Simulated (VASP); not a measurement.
Write the native input for VASP 6.6.1 that does the following.

* Task: single point
* Functional: PBEsol
* Potentials or basis: VASP PAW PBE potentials, release 64 (Ir)
* Cutoff: 520 eV
* k mesh: 11 × 11 × 6
* Occupations: fermi-dirac, width 0.05 eV
* Spin: no spin polarisation
* Dipole correction: no
* Further INCAR settings: ALGO = Fast; EDIFF = 1e-06; NBANDS = 16

The structure of Ir lies in POSCAR:

```
Ir
1.0
    2.8053401807      0.0000000000      0.0000000000
   -1.4026700903      2.4294958627      0.0000000000
    0.0000000000      0.0000000000      4.5498081014
Ir
2
Direct
    0.3333333333      0.6666666667      0.2500000000
    0.6666666667      0.3333333333      0.7500000000
```

The input as run:

INCAR

```
SYSTEM = Ir
ALGO = Fast ; EDIFF = 1E-6
ENCUT = 520 ; GGA = PS
ISIF = 2 ; ISMEAR = -1
LASPH = .TRUE. ; LCHARG = .FALSE.
LREAL = .FALSE. ; LWAVE = .FALSE.
NBANDS = 16 ; NELM = 80
PREC = Accurate ; SIGMA = 0.05
```

KPOINTS

```
k-points
0
G
  11 11 6
  0 0 0
```

Potentials or basis: VASP PAW PBE potentials, release 64 (Ir).

Command:

```bash
$ cat potpaw_PBE.64/Ir/POTCAR > POTCAR
$ mpirun -np 1 vasp_std > vasp.out
```

Results of the run:

The pressure is -27.7 GPa. The band gap on the k mesh is zero (band 9 reaches 9.63 eV, above the bottom of band 10 at 6.84 eV).

Caveat: the PAW data sets were made with another functional, which shifts forces and pressure a little; spin-orbit coupling is left out, which moves the levels of the heavy elements.

Run time: 18 s on 1 thread of Intel(R) Xeon(R) 6975P-C (Granite Rapids), on a shared host, peak memory 0.17 GiB.
